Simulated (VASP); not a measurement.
Set up this calculation in VASP 6.6.1, as the native input.

```yaml
Task: single point
Functional: LDA
Potentials_or_basis: VASP PAW LDA potentials, release 64 (Ga_d, N)
Cutoff: 520 eV
k_mesh: 8 × 6 × 6
Occupations: gaussian, width 0.05 eV
Spin: no spin polarisation
Dipole_correction: no
Further_INCAR_settings: ALGO = Normal; EDIFF = 1e-06; NBANDS = 46
```

The structure of GaN lies in POSCAR:

```
GaN
1.0
   -3.1515767111      0.0000000000      0.0000000000
    0.0000000000      0.0000000000     -5.1382481593
    0.0000000000     -5.4586909876      0.0000000000
Ga N
4 4
Direct
    0.5000000000     -0.0000801405      0.1718880358
    0.0000000000     -0.0042100115      0.6614502493
    0.0000000000      0.4957899885      0.3385497507
    0.5000000000      0.4999198595      0.8281119642
    0.5000000000      0.6375087598      0.1674369398
    0.0000000000      0.6394252220      0.6659268458
    0.0000000000      0.1394252220      0.3340731542
    0.5000000000      0.1375087598      0.8325630602
```

This cell differs from its parent crystal: mode 11 frozen in at -0.030 Å and mode 13 at -0.073 Å (largest displacements).

The input as run:

INCAR

```
SYSTEM = GaN
  PREC = Accurate
  ENCUT = 520
  EDIFF = 1E-6
  ISMEAR = 0
  SIGMA = 0.05
  LREAL = .False.
  LASPH = .True.
  NELM = 80
  ALGO = Normal
  ISIF = 2
  LWAVE = .False.
  LCHARG = .False.
  GGA = CA
  NBANDS = 46
```

KPOINTS

```
Automatic mesh
0
Gamma
  8 6 6
  0 0 0
```

Potentials or basis: VASP PAW LDA potentials, release 64 (Ga_d, N).

Run with:

```bash
$ cat potpaw_LDA.64/Ga_d/POTCAR potpaw_LDA.64/N/POTCAR > POTCAR
$ mpirun -np 1 vasp_std > vasp.out
```

Results of the run:

```yaml
Pressure: 2.1 GPa
Largest_force: 1.898 eV/Å
Band_gap_on_the_k_mesh: 2.02 eV
```

Caveat: the cell differs from its parent crystal (mode 11 frozen in at -0.030 Å and mode 13 at -0.073 Å (largest displacements)); forces of over 1 eV/Å act on the atoms, so gaps and moduli don't describe the material at rest.

Wall time 3 min on 1 thread of Intel(R) Xeon(R) Platinum 8488C (Sapphire Rapids), on a shared host, peak memory 0.33 GiB.
